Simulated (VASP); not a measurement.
# Li17H16 (a cell with a defect) in VASP: single point with PBE

Aim: the single point of Li17H16 (a cell with a defect) with PBE.

All numbers are computed with VASP 6.6.1; they aren't measurements. Logs are shortened: lines on timing, memory, paths and dates and some standing lists are left out, and cuts for length are marked.

**1. The cell of the first run**

The cell holds a defect, 33 atoms: a = 6.941 Å, b = 6.941 Å, c = 6.941 Å, α = 109.47°, β = 109.47°, γ = 109.47°.

**2. Single point, PBE**

Contents of INCAR:

```
SYSTEM = Li17H16
PREC = Accurate
ENCUT = 520
EDIFF = 1E-7
ISMEAR = 0
SIGMA = 0.02
LREAL = Auto
LASPH = .TRUE.
NELM = 60
ALGO = Normal
ISIF = 2
LWAVE = .FALSE.
LCHARG = .TRUE.
GGA = PE
LELF = .TRUE.
LVHAR = .TRUE.
NBANDS = 56
```

Contents of KPOINTS:

```
Automatic mesh
0
Gamma
  2 2 2
  0.5 0.5 0.5
```

Contents of POSCAR:

```
Li17H16
1.0
    4.0071000521     -4.0071000521     -4.0071000521
   -4.0071000521     -4.0071000521      4.0071000521
   -4.0071000521      4.0071000521     -4.0071000521
Li H
17 16
Direct
    0.2503295368      0.7439155402      0.0058662124
    0.2496790664      1.0060764512      0.7441426371
    0.2503762040      0.2444671925      0.5063981367
   -0.0043600109      0.7424155777      0.2531784799
    0.2497400831      0.5055290543      0.2436123349
    1.1179390187      1.0584765653      1.0594522085
   -0.0047439544      0.2530059112      0.7422022064
    0.7497458164      0.7614804872      0.4972096963
   -0.0323535720      0.4838217102      0.4836545070
    0.7501971403      0.9884474928      0.2526258359
    0.7497307182      0.2524868326     -0.0118280051
    0.3825857803      0.6917468903      0.6908733159
    0.7502151084      0.4975343700      0.7616742683
    0.5043369204      1.0075267519      0.4967530069
    0.5326411800      0.2662200809      0.2663092975
    0.5046920401      0.4969704959      0.0076673903
    0.7504287292      0.8752395634      0.8750998114
    0.2180289957      0.4833008846      0.7346579725
    0.2175973868      0.7347105043      0.4828134997
    0.2825300056      0.0152278454      0.2672362771
    0.0034388959      0.5014852322      0.0014138654
    0.2820593410      0.2667224392      0.0152680241
   -0.0118436025      0.7822049510      0.7821072494
    0.0034327818      0.0019429263      0.5018958783
    0.7500016124      0.4968742917      0.2530062855
   -0.0117732274      0.2061168898      0.2060119511
    0.7506205138      0.7267894393      0.0238243365
    0.7490565399      0.0231269494      0.7258904101
    0.5117123290      0.5435818851      0.5435842559
    0.7501403661      0.2531356809      0.4968976252
    0.4965453755      0.7479834446      0.2479672299
    0.5116826317     -0.0318703048     -0.0318776667
    0.4965416321      0.2485123873      0.7484841808
```

Potentials or basis: VASP PAW PBE potentials, release 64 (Li_sv, H).

The run is started by

```console
cat potpaw_PBE.64/Li_sv/POTCAR potpaw_PBE.64/H/POTCAR > POTCAR
mpirun -np 1 vasp_std > vasp.out
```

OUTCAR:

```text
SYSTEM = Li17H16
   PREC = Accurate
   ENCUT = 520
   EDIFF = 1E-7
   ISMEAR = 0
   LREAL = Auto
   LASPH = .TRUE.
   NELM = 60
   ISIF = 2
   GGA = PE

 ion  position               nearest neighbor table
   1  0.250  0.744  0.006-   6 2.60
   2  0.250  0.006  0.744-  12 2.60
   3  0.250  0.244  0.506-   6 2.60
   4  0.996  0.742  0.253-
   5  0.250  0.506  0.244-  12 2.60
   6  0.118  0.058  0.059-  20 1.70  22 1.71  17 2.08  15 2.35   3 2.60   1 2.60
   7  0.995  0.253  0.742-
   8  0.750  0.761  0.497-  17 2.47
   9  0.968  0.484  0.484-  12 2.35  15 2.47
  10  0.750  0.988  0.253-  17 2.47
  11  0.750  0.252  0.988-  17 2.47
  12  0.383  0.692  0.691-  19 1.70  18 1.71  17 2.08   9 2.35   2 2.60   5 2.60
  13  0.750  0.498  0.762-  17 2.47
  14  0.504  0.008  0.497-
  15  0.533  0.266  0.266-   6 2.35   9 2.47
  16  0.505  0.497  0.008-
  17  0.750  0.875  0.875-  28 1.68  27 1.68   6 2.08  12 2.08   8 2.47  11 2.47  13 2.47  10 2.47

  18  0.218  0.483  0.735-  12 1.71
  19  0.218  0.735  0.483-  12 1.70
  20  0.283  0.015  0.267-   6 1.70
  21  0.003  0.501  0.001-
  22  0.282  0.267  0.015-   6 1.71
  23  0.988  0.782  0.782-
  24  0.003  0.002  0.502-
  25  0.750  0.497  0.253-
  26  0.988  0.206  0.206-
  27  0.751  0.727  0.024-  17 1.68
  28  0.749  0.023  0.726-  17 1.68
  29  0.512  0.544  0.544-
  30  0.750  0.253  0.497-
  31  0.497  0.748  0.248-
  32  0.512  0.968  0.968-
  33  0.497  0.249  0.748-

  LATTYP: Found a body centered cubic cell.
 ALAT       =     8.0142001042

  Lattice vectors:

 A1 = (   4.0071000521,  -4.0071000521,  -4.0071000521)
 A2 = (  -4.0071000521,  -4.0071000521,   4.0071000521)
 A3 = (  -4.0071000521,   4.0071000521,  -4.0071000521)

Analysis of symmetry for initial positions (statically):
=====================================================================
 Subroutine PRICEL returns:
 Original cell was already a primitive cell.

 Routine SETGRP: Setting up the symmetry group for a
 body centered cubic supercell.

 Subroutine GETGRP returns: Found  1 space group operations
 (whereof  1 operations were pure point group operations)
 out of a pool of 48 trial point group operations.

The static configuration has the point symmetry C_1 .

Analysis of symmetry for dynamics (positions and initial velocities):
=====================================================================
 Subroutine PRICEL returns:
 Original cell was already a primitive cell.

 Routine SETGRP: Setting up the symmetry group for a
 body centered cubic supercell.

 Subroutine GETGRP returns: Found  1 space group operations
 (whereof  1 operations were pure point group operations)
 out of a pool of 48 trial point group operations.

The dynamic configuration has the point symmetry C_1 .

 Subroutine INISYM returns: Found  1 space group operations
 (whereof  1 operations are pure point group operations),
 and found     1 'primitive' translations

----------------------------------------------------------------------------------------

                                     Primitive cell

  volume of cell :     257.3656

  direct lattice vectors                    reciprocal lattice vectors
     4.007100052 -4.007100052 -4.007100052     0.000000000 -0.124778517 -0.124778517
    -4.007100052 -4.007100052  4.007100052    -0.124778517 -0.124778517  0.000000000
    -4.007100052  4.007100052 -4.007100052    -0.124778517  0.000000000 -0.124778517

  length of vectors
     6.940500881  6.940500881  6.940500881     0.176463470  0.176463470  0.176463470

  position of ions in fractional coordinates (direct lattice)
     0.250329537  0.743915540  0.005866212
     0.249679066  0.006076451  0.744142637
     0.250376204  0.244467192  0.506398137
     0.995639989  0.742415578  0.253178480
     0.249740083  0.505529054  0.243612335
     0.117939019  0.058476565  0.059452208
[... 25 lines left out ...]
     0.511682632  0.968129695  0.968122333
     0.496541632  0.248512387  0.748484181

  ion indices of the primitive-cell ions
   primitive index   ion index
                 1           1
                 2           2
                 3           3
                 4           4
                 5           5
                 6           6
[... 25 lines left out ...]
                32          32
                33          33

----------------------------------------------------------------------------------------

 KPOINTS: Automatic mesh

Automatic generation of k-mesh.
 Grid dimensions read from file:
 generate k-points for:    2    2    2

 Generating k-lattice:

  Cartesian coordinates                     Fractional coordinates (reciprocal lattice)
     0.000000000 -0.062389258 -0.062389258     0.500000000  0.000000000  0.000000000
    -0.062389258 -0.062389258  0.000000000     0.000000000  0.500000000  0.000000000
    -0.062389258  0.000000000 -0.062389258     0.000000000  0.000000000  0.500000000

  Length of vectors
     0.088231735  0.088231735  0.088231735

  Shift w.r.t. Gamma in fractional coordinates (k-lattice)
     0.500000000  0.500000000  0.500000000

 Subroutine IBZKPT returns following result:
 ===========================================

 Found      4 irreducible k-points:

 Following reciprocal coordinates:
            Coordinates               Weight
  0.250000  0.250000  0.250000      2.000000
 -0.250000  0.250000  0.250000      2.000000
  0.250000 -0.250000  0.250000      2.000000
  0.250000  0.250000 -0.250000      2.000000
   k-points           NKPTS =      4   k-points in BZ     NKDIM =      4   number of bands    NBANDS=     56
   number of dos      NEDOS =    301   number of ions     NIONS =     33
   total plane-waves  NPLWV = 157464
   dimension x,y,z NGX =    54 NGY =   54 NGZ =   54
   dimension x,y,z NGXF=   108 NGYF=  108 NGZF=  108
   ions per type =              17  16
   NGX,Y,Z   is equivalent  to a cutoff of  12.93, 12.93, 12.93 a.u.
   NGXF,Y,Z  is equivalent  to a cutoff of  25.87, 25.87, 25.87 a.u.
 SYSTEM =  Li17H16
   PREC   = accura    normal or accurate (medium, high low for compatibility)
   ISTART =      0    job   : 0-new  1-cont  2-samecut
   ICHARG =      2    charge: 1-file 2-atom 10-const
   ISPIN  =      1    spin polarized calculation?
   LNONCOLLINEAR =      F non collinear calculations
   LSORBIT =      F    spin-orbit coupling
   LASPH  =      T    aspherical Exc in radial PAW
   ENCUT  =  520.0 eV  38.22 Ry    6.18 a.u.  12.90 12.90 12.90*2*pi/ulx,y,z
   NELM   =     60;   NELMIN=  2; NELMDL= -5     # of ELM steps
   EDIFF  = 0.1E-06   stopping-criterion for ELM
   LREAL  =      T    real-space projection
   EDIFFG = 0.1E-05   stopping-criterion for IOM
   NSW    =      0    number of steps for IOM
   IBRION =     -1    ionic relax: 0-MD 1-quasi-New 2-CG
   NFREE  =      0    steps in history (QN), initial steepest desc. (CG)
   ISIF   =      2    stress and relaxation
   ISYM   =      2    0-nonsym 1-usesym 2-fastsym
   POTIM  = 0.5000    time-step for ionic-motion
   TEBEG  =    0.0;   TEEND  =   0.0 temperature during run
   PSTRESS=    0.0 pullay stress
   NELECT =      67.0000    total number of electrons
   NUPDOWN=      -1.0000    fix difference up-down
   EMIN   =  10.00;   EMAX   =-10.00  energy-range for DOS
   EFERMI =   0.00;   METHOD = LEGACY
   ISMEAR =     0;   SIGMA  =   0.02  broadening in eV -4-tet -1-fermi 0-gaus
   EFERMI_NEDOS =   21; number of points for ismear=-14 and -15
   IALGO  =     38    algorithm
   IMIX   =      4    mixing-type and parameters
     AMIX     =   0.40;   BMIX     =  1.00
     AMIX_MAG =   1.60;   BMIX_MAG =  1.00
  volume/ion in A,a.u.               =       7.80        52.63
  Fermi-wavevector in a.u.,A,eV,Ry     =   1.045321  1.975370 14.867025  1.092696
  Thomas-Fermi vector in A             =   2.180111
   LORBIT       =      0    0 simple, 1 ext, 2 COOP (PROOUT), +10 PAW based schemes
   GGA     = PE    functional components
   LHFCALC =     F    Hartree Fock is set to
   AEXX    =    0.0000 exact exchange contribution
   IVDW    =     0    specifies the selected vdW correction
   LEPSILON=     F    determine dielectric tensor
   LRPA    =     F    only Hartree local field effects (RPA)
 non-spin polarized calculation
 Gauss-broadening in eV      SIGMA  =   0.02
  energy-cutoff  :      520.00
  volume of cell :      257.37
 maximum number of plane-waves:      6927
 NGX is ok and might be reduce to    54
   NGX = 25   NGY = 25   NGZ = 25

 number of electron      67.0000002 magnetization

 Free energy of the ion-electron system (eV)
  ---------------------------------------------------
  ext. energy  EPLUGINS =         0.00000000
  ---------------------------------------------------
  free energy    TOTEN  =       -96.96185062 eV

  energy without entropy =      -96.96185033  energy(sigma->0) =      -96.96185048

 E-fermi :   3.5890     XC(G=0):  -8.6547

 val. band max:        3.5242126383   @ k =   0.2500  -0.2500   0.2500
 cond. band min:       3.6520022748   @ k =  -0.2500   0.2500   0.2500
 fundamental gap:      0.1277896365
 Fermi energy:         3.5890429571

 k-point     1 :       0.2500    0.2500    0.2500
  band No.  band energies     occupation
      1     -44.5455      2.00000
      2     -44.0130      2.00000
      3     -44.0009      2.00000
      4     -43.9610      2.00000
      5     -43.9578      2.00000
      6     -43.9475      2.00000
[... 37 lines left out ...]
     44       6.4874      0.00000
     45       6.6062      0.00000

 k-point     2 :      -0.2500    0.2500    0.2500
  band No.  band energies     occupation
      1     -44.5455      2.00000
      2     -44.0114      2.00000
      3     -44.0032      2.00000
      4     -43.9604      2.00000
      5     -43.9565      2.00000
      6     -43.9480      2.00000
[... 37 lines left out ...]
     44       6.5878      0.00000
     45       6.6147      0.00000

 k-point     3 :       0.2500   -0.2500    0.2500
  band No.  band energies     occupation
      1     -44.5455      2.00000
      2     -44.0155      2.00000
      3     -43.9970      2.00000
      4     -43.9627      2.00000
      5     -43.9577      2.00000
      6     -43.9494      2.00000
[... 37 lines left out ...]
     44       6.3698      0.00000
     45       6.7592      0.00000

 k-point     4 :       0.2500    0.2500   -0.2500
  band No.  band energies     occupation
      1     -44.5455      2.00000
      2     -44.0155      2.00000
      3     -43.9970      2.00000
      4     -43.9627      2.00000
      5     -43.9576      2.00000
      6     -43.9494      2.00000
[... 37 lines left out ...]
     44       6.3683      0.00000
     45       6.7540      0.00000
 [bands above 45 left out]

------------------------ aborting loop because EDIFF is reached ----------------------------------------

  FORCE on cell =-STRESS in cart. coord.  units (eV):
  Direction    XX          YY          ZZ          XY          YZ          ZX
  --------------------------------------------------------------------------------------
  -------------------------------------------------------------------------------------
  Total        8.1881777      3.2364788      3.3941015     -0.0006617      1.1386312     -0.0008128
  in kB       50.9738331     20.1480399     21.1292878     -0.0041190      7.0883166     -0.0050602
  external PRESSURE =      30.7503870 kB  Pullay stress =       0.0000000 kB

 VOLUME and BASIS-vectors are now :
 -----------------------------------------------------------------------------
  energy-cutoff  :      520.00
  volume of cell :      257.37
      direct lattice vectors                 reciprocal lattice vectors
     4.007100052 -4.007100052 -4.007100052     0.000000000 -0.124778517 -0.124778517
    -4.007100052 -4.007100052  4.007100052    -0.124778517 -0.124778517  0.000000000
    -4.007100052  4.007100052 -4.007100052    -0.124778517  0.000000000 -0.124778517

 POSITION                                       TOTAL-FORCE (eV/Angst)
 -----------------------------------------------------------------------------------
     -2.00135     -3.96053      1.95434        -0.000911      0.008835     -0.003845
     -2.00571      1.95702     -3.95799         0.001062     -0.006487      0.006822
     -2.00551      0.04630     -2.05287         0.000807      0.008973     -0.004121
      0.00018     -5.95005     -2.02921         0.000128     -0.002787      0.001268
     -2.00115     -2.05026      0.04879        -0.001094     -0.006447      0.007580
      0.00004     -0.46868     -0.47650        -0.000468      0.002514      0.016017
[... 25 lines left out ...]
     -5.70839     -2.05039     -2.05033        -0.006463     -0.001351     -0.000639
     -2.00537      0.01374     -3.99313         0.001283     -0.002946     -0.002652
 -----------------------------------------------------------------------------------
    total drift:                                0.001435      0.006575      0.002491

  FREE ENERGIE OF THE ION-ELECTRON SYSTEM (eV)
  ---------------------------------------------------
  free  energy   TOTEN  =       -96.9618506183 eV

  energy  without entropy=      -96.9618503337  energy(sigma->0) =      -96.96185048
```

Run time: 92 s. Hardware: 1 thread of Intel Xeon 6975P-C (Granite Rapids), shared host; peak memory 0.36 GiB.

What came out:

```yaml
Free_energy: -96.9619 eV
Largest_force: 0.016 eV/Å
Band_gap_on_the_k_mesh: zero (an odd number of electrons rules out a gap without spin polarisation)
```

Forces on the atoms (eV/Å):
```
Li  -0.001  0.009 -0.004
Li   0.001 -0.006  0.007
Li   0.001  0.009 -0.004
Li   0.000 -0.003  0.001
Li  -0.001 -0.006  0.008
Li   0.000  0.003  0.016
Li   0.000  0.003 -0.004
Li   0.000  0.002 -0.002
Li   0.000  0.005  0.005
Li  -0.001 -0.002  0.002
Li   0.000  0.002 -0.003
Li   0.000 -0.001 -0.014
Li   0.000 -0.002  0.002
Li   0.000  0.003 -0.005
Li   0.000 -0.006 -0.006
Li   0.000 -0.006  0.003
Li   0.001  0.001  0.000
H    0.000  0.000 -0.004
H    0.000 -0.006  0.002
H    0.000  0.006 -0.003
H   -0.001  0.003  0.002
H    0.000 -0.001  0.004
H    0.007  0.001  0.000
H    0.001  0.002  0.002
H    0.000 -0.002  0.001
H   -0.007  0.001  0.000
H    0.000  0.009 -0.003
H    0.000 -0.010  0.003
H    0.006 -0.001 -0.001
H    0.000  0.002 -0.001
H   -0.001 -0.003 -0.003
H   -0.006 -0.001 -0.001
H    0.001 -0.003 -0.003
```

Caveat: the k points lie up to 0.55 Å⁻¹ apart, too coarse for converged energies and pressures of a metal; the cutoff is under 1.25 times the usual one of these potentials, so pressure, stress and relaxed cells hold a basis-set (Pulay) error; an odd number of electrons without spin polarisation forces a metal; a magnetic or distorted state may lie lower.

The gap in the log of VASP goes by the Fermi energy; the results here count the filled bands.